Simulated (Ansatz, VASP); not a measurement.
Two plane-wave programs on PbS

File INCAR:

```
SYSTEM = PbS
ALGO = Normal
EDIFF = 1E-7
ENCUT = 520
GGA = PS
ISIF = 2
ISMEAR = 0
LASPH = .TRUE.
LCHARG = .FALSE.
LREAL = .FALSE.
LWAVE = .FALSE.
NBANDS = 17
NELM = 80
PREC = Accurate
SIGMA = 0.01
```

KPOINTS

```
k-points
0
G
  6 6 6
  0 0 0
```

The input POSCAR:

```
PbS
1.0
    4.1942040000      0.0000000000      0.0000000000
    2.0971020000      3.6322872127      0.0000000000
    2.0971020000      1.2107624042      3.4245532257
Pb S
1 1
Direct
    0.0000000000      0.0000000000      0.0000000000
    0.5000000000      0.5000000000      0.5000000000
```

Input for Ansatz:

```yaml
crystal:
  lattice:
    a: 4.194204
    b: 4.194204
    c: 4.194204
    alpha: 60.0
    beta: 60.0
    gamma: 60.0
  atoms:
    - { symbol: Pb, position: [0.0, 0.0, 0.0] }
    - { symbol: S, position: [0.5, 0.5, 0.5] }
kpoints:
  mp_grid:
    grid: [6, 6, 6]
hamiltonian:
  xc: pbesol
  pseudopotentials:
    kind: paw
scf:
  convergence:
    dr2_threshold: 1.0e-09
  occupations:
    method: fixed
output:
  forces: true
  stress: true
  eigenvalues: true
```

Alike in both runs: task single point; functional PBEsol; k mesh 6 × 6 × 6; no spin polarisation.

```csv
,VASP,Ansatz
version,VASP 6.6.1,Ansatz 0.2.0
potentials or method,"VASP PAW PBE potentials, release 64 (Pb_d, S)","plane waves, PAW"
plane-wave cutoff (eV),520,420
occupations,"gaussian, width 0.01 eV",fixed
valence electrons in the cell,20,20
```

|  | VASP | Ansatz | Ansatz less VASP |
| --- | --- | --- | --- |
| gap on the k mesh at the Fermi level (eV) | 0.26 | 0.25 | -0.006 |
| pressure (GPa) | -0.9 | -0.9 | +0.04 |

VASP's potentials were made for PBE, not for PBEsol. Ansatz's warnings: stress scf threshold loose.

Spin-orbit coupling is off throughout.
